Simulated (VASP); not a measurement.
# Ca3Si (Pm-3m) in VASP: a series of runs, part 2 of 3

VASP 6.6.1.

## (3) Relaxation of cell and atoms, PBE

This run uses another cell than the first one, of 24.32 Å³/atom.

File INCAR:

```
  PREC = Accurate
  ENCUT = 600
  EDIFF = 1E-6
  ISMEAR = 0
  SIGMA = 0.1
  LREAL = False
  LASPH = True
  NELM = 60
  ALGO = Normal
  ISIF = 3
  LWAVE = False
  LCHARG = False
  GGA = PE
  IBRION = 2
  NSW = 90
  EDIFFG = -0.04
```

File KPOINTS:

```
Automatic mesh
0
Gamma
  4 4 4
```

File POSCAR:

```
Ca3Si
1.0
    4.5990981845      0.0000000000      0.0000000000
    0.0000000000      4.5990981845      0.0000000000
    0.0000000000      0.0000000000      4.5990981845
Ca Si
3 1
Direct
    0.0000000000      0.5000000000      0.5000000000
    0.5000000000      0.0000000000      0.5000000000
    0.5000000000      0.5000000000      0.0000000000
    0.0000000000      0.0000000000      0.0000000000
```

Potentials or basis: VASP PAW PBE potentials, release 64 (Ca_sv, Si).

On the command line:

```sh
> cat potpaw_PBE.64/Ca_sv/POTCAR potpaw_PBE.64/Si/POTCAR > POTCAR
> mpirun -np 1 vasp_std > vasp.out
```

OUTCAR:

```text
PREC = Accurate
   ENCUT = 600
   EDIFF = 1E-6
   ISMEAR = 0
   LREAL = False
   LASPH = True
   NELM = 60
   ISIF = 3
   GGA = PE
   IBRION = 2
   NSW = 90
   EDIFFG = -0.04

 ion  position               nearest neighbor table
   1  0.000  0.500  0.500-
   2  0.500  0.000  0.500-
   3  0.500  0.500  0.000-
   4  0.000  0.000  0.000-

  LATTYP: Found a simple cubic cell.
 ALAT       =     4.5990981845

  Lattice vectors:

 A1 = (   4.5990981845,   0.0000000000,   0.0000000000)
 A2 = (   0.0000000000,   4.5990981845,   0.0000000000)
 A3 = (   0.0000000000,   0.0000000000,   4.5990981845)

Analysis of symmetry for initial positions (statically):
=====================================================================
 Subroutine PRICEL returns:
 Original cell was already a primitive cell.

 Routine SETGRP: Setting up the symmetry group for a
 simple cubic supercell.

 Subroutine GETGRP returns: Found 48 space group operations
 (whereof 48 operations were pure point group operations)
 out of a pool of 48 trial point group operations.

The static configuration has the point symmetry O_h .

Analysis of symmetry for dynamics (positions and initial velocities):
=====================================================================
 Subroutine PRICEL returns:
 Original cell was already a primitive cell.

 Routine SETGRP: Setting up the symmetry group for a
 simple cubic supercell.

 Subroutine GETGRP returns: Found 48 space group operations
 (whereof 48 operations were pure point group operations)
 out of a pool of 48 trial point group operations.

The dynamic configuration has the point symmetry O_h .

 Subroutine INISYM returns: Found 48 space group operations
 (whereof 48 operations are pure point group operations),
 and found     1 'primitive' translations
[... 88 lines left out ...]
   IBRION =      2    ionic relax: 0-MD 1-quasi-New 2-CG
   NFREE  =      1    steps in history (QN), initial steepest desc. (CG)
   ISIF   =      3    stress and relaxation
   ISYM   =      2    0-nonsym 1-usesym 2-fastsym
   POTIM  = 0.5000    time-step for ionic-motion
   TEBEG  =    0.0;   TEEND  =   0.0 temperature during run
   PSTRESS=    0.0 pullay stress
   NELECT =      34.0000    total number of electrons
   NUPDOWN=      -1.0000    fix difference up-down
   EMIN   =  10.00;   EMAX   =-10.00  energy-range for DOS
   EFERMI =   0.00;   METHOD = LEGACY
   ISMEAR =     0;   SIGMA  =   0.10  broadening in eV -4-tet -1-fermi 0-gaus
   EFERMI_NEDOS =   21; number of points for ismear=-14 and -15
   IALGO  =     38    algorithm
   IMIX   =      4    mixing-type and parameters
     AMIX     =   0.40;   BMIX     =  1.00
     AMIX_MAG =   1.60;   BMIX_MAG =  1.00
  volume/ion in A,a.u.               =      24.32       164.12
  Fermi-wavevector in a.u.,A,eV,Ry     =   1.153175  2.179184 18.093191  1.329812
  Thomas-Fermi vector in A             =   2.289821
   LORBIT       =      0    0 simple, 1 ext, 2 COOP (PROOUT), +10 PAW based schemes
   GGA     = PE    functional components
   LHFCALC =     F    Hartree Fock is set to
   AEXX    =    0.0000 exact exchange contribution
   IVDW    =     0    specifies the selected vdW correction
   LEPSILON=     F    determine dielectric tensor
   LRPA    =     F    only Hartree local field effects (RPA)
 conjugate gradient relaxation of ions
 non-spin polarized calculation
 Gauss-broadening in eV      SIGMA  =   0.10
  energy-cutoff  :      600.00
  volume of cell :       97.28
 maximum number of plane-waves:      3294
 NGX is ok and might be reduce to    40
   NGX = 19   NGY = 19   NGZ = 19

--------------------------------------- Ionic step        1  -------------------------------------------

 number of electron      34.0000006 magnetization

 Free energy of the ion-electron system (eV)
  ---------------------------------------------------
  ext. energy  EPLUGINS =         0.00000000
  ---------------------------------------------------
  free energy    TOTEN  =       -11.65872801 eV

  energy without entropy =      -11.64959306  energy(sigma->0) =      -11.65416054

------------------------ aborting loop because EDIFF is reached ----------------------------------------

  FORCE on cell =-STRESS in cart. coord.  units (eV):
  Direction    XX          YY          ZZ          XY          YZ          ZX
  --------------------------------------------------------------------------------------
  -------------------------------------------------------------------------------------
  Total        3.9018790      3.9018790      3.9018790     -0.0000000     -0.0000000     -0.0000000
  in kB       64.2637894     64.2637894     64.2637894     -0.0000000     -0.0000000     -0.0000000
  external PRESSURE =      64.2637894 kB  Pullay stress =       0.0000000 kB
[... 63 lines left out ...]
--------------------------------------- Ionic step        3  -------------------------------------------

 number of electron      34.0000006 magnetization

 Free energy of the ion-electron system (eV)
  ---------------------------------------------------
  ext. energy  EPLUGINS =         0.00000000
  ---------------------------------------------------
  free energy    TOTEN  =       -11.94093588 eV

  energy without entropy =      -11.93461959  energy(sigma->0) =      -11.93777774

 E-fermi :   3.3667     XC(G=0):  -8.9146

 val. band max:        3.3417523542   @ k =   0.0000   0.0000   0.0000
 cond. band min:       3.6900547416   @ k =   0.0000   0.0000   0.0000
 fundamental gap:      0.3483023874
 Fermi energy:         3.3666526056

 k-point     1 :       0.0000    0.0000    0.0000
  band No.  band energies     occupation
      1     -37.8120      2.00000
      2     -37.7350      2.00000
      3     -37.7350      2.00000
      4     -18.9863      2.00000
      5     -18.9863      2.00000
      6     -18.9863      2.00000
[... 260 lines left out ...]
  FREE ENERGIE OF THE ION-ELECTRON SYSTEM (eV)
  ---------------------------------------------------
  free  energy   TOTEN  =       -11.9409358832 eV

  energy  without entropy=      -11.9346195934  energy(sigma->0) =      -11.93777774

 reached required accuracy - stopping structural energy minimisation
```

OSZICAR:

```text
N       E                     dE             d eps       ncg     rms          rms(c)
DAV:   1     0.340961325097E+03    0.34096E+03   -0.18404E+04   420   0.170E+03
DAV:   2     0.107358927359E+02   -0.33023E+03   -0.32682E+03   425   0.463E+02
DAV:   3    -0.101628619064E+02   -0.20899E+02   -0.20622E+02   776   0.878E+01
[... 29 lines left out ...]
DAV:   6    -0.119409071090E+02   -0.99711E-04   -0.12117E-04   684   0.518E-02    0.352E-02
DAV:   7    -0.119409393981E+02   -0.32289E-04   -0.92773E-05   673   0.446E-02    0.121E-02
DAV:   8    -0.119409372155E+02    0.21826E-05   -0.37612E-06   406   0.146E-02    0.395E-03
DAV:   9    -0.119409359486E+02    0.12669E-05   -0.37713E-07   260   0.640E-03    0.535E-04
DAV:  10    -0.119409358832E+02    0.65385E-07   -0.15863E-07   255   0.332E-03
   3 F= -.11940936E+02 E0= -.11937778E+02  d E =-.282208E+00
```

CONTCAR:

```text
Ca3Si
   1.00000000000000
     4.8362048651614842   -0.0000000000000000   -0.0000000000000000
    -0.0000000000000000    4.8362048651614842   -0.0000000000000000
    -0.0000000000000000   -0.0000000000000000    4.8362048651614842
  Ca              Si
     3     1
Direct
     0.0000000000000000    0.5000000000000000    0.5000000000000000
     0.5000000000000000    0.0000000000000000    0.5000000000000000
     0.5000000000000000    0.5000000000000000    0.0000000000000000
     0.0000000000000000    0.0000000000000000    0.0000000000000000

  0.00000000E+00  0.00000000E+00  0.00000000E+00
  0.00000000E+00  0.00000000E+00  0.00000000E+00
  0.00000000E+00  0.00000000E+00  0.00000000E+00
  0.00000000E+00  0.00000000E+00  0.00000000E+00
```

It took 36 s on 1 thread of Intel Xeon 6975P-C (Granite Rapids), shared host; peak memory 0.25 GiB.

Results:

```
Free energy                           : -11.9409 eV
Relaxed volume                        : 28.28 Å³/atom
Relaxed cell                          : a = 4.836 Å, b = 4.836 Å, c = 4.836 Å, α = 90.00°, β = 90.00°, γ = 90.00°
Space group after relaxing (to 0.1 Å) : Pm-3m (No. 221)
Energy gained by relaxing             : 70.6 meV/atom
Ionic steps                           : 3
Pressure after relaxing               : 0.0 GPa
Band gap on the k mesh                : zero (bands 17 and 18 overlap by 0.24 eV)
```

Step by step:
```
step  energy change (eV)  largest force (eV/Å)  pressure (GPa)  volume (Å³)
   1              0.0000                0.0000            6.43        97.28
   2             -0.2805                0.0000            0.40       111.67
   3             -0.2822                0.0000           -0.03       113.11
```

Final structure:
```
CELL_PARAMETERS angstrom
4.83620 0.00000 0.00000
0.00000 4.83620 0.00000
0.00000 0.00000 4.83620
ATOMIC_POSITIONS crystal
Ca 0.00000 0.50000 0.50000
Ca 0.50000 0.00000 0.50000
Ca 0.50000 0.50000 0.00000
Si 0.00000 0.00000 0.00000
```

Caveat: the volume moved by over 15 % at a fixed basis, so the end points are rough.

(Continued in part 3 of 3.)

The gap in the log of VASP goes by the Fermi energy; the results here count the filled bands.